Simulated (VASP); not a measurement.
NaSr, 2 atoms in the cell. It takes space group R-3m (No. 166, trigonal). Conventional cell: a = 4.154 Å, b = 4.154 Å, c = 19.513 Å, α = 90.00°, β = 90.00°, γ = 120.00°. Na (site symmetry -3m) has 6 Sr at 4.04 Å and 6 Na at 4.15 Å within 5.3 Å. Within 5.3 Å of Sr (site symmetry -3m) lie 6 Na at 4.04 Å and 6 Sr at 4.15 Å. The cell was built from a structure type or drawn by symmetry, and may not be a known phase.

* Program: VASP 6.6.1
* Task: single point
* Functional: PBE
* Potentials or basis: VASP PAW PBE potentials, release 64 (Na_pv, Sr_sv)
* Cutoff: 520 eV
* k mesh: 18 × 18 × 18
* Occupations: gaussian, width 0.1 eV
* Spin: no spin polarisation
* Dipole correction: no
* Further INCAR settings: ALGO = Fast; EDIFF = 1e-06; NBANDS = 16

Potentials or basis: VASP PAW PBE potentials, release 64 (Na_pv, Sr_sv).

The run is started by

```bash
$ cat potpaw_PBE.64/Na_pv/POTCAR potpaw_PBE.64/Sr_sv/POTCAR > POTCAR
$ mpirun -np 1 vasp_std > vasp.out
```

Hardware: 1 thread of Intel(R) Xeon(R) 6975P-C (Granite Rapids), on a shared host.

**Question.** Estimate the wall time of this run.

**Answer.** It took 18 min on 1 thread of Intel(R) Xeon(R) 6975P-C (Granite Rapids), on a shared host, peak memory 1.1 GiB. Counts: scf iterations 14, k points 580.
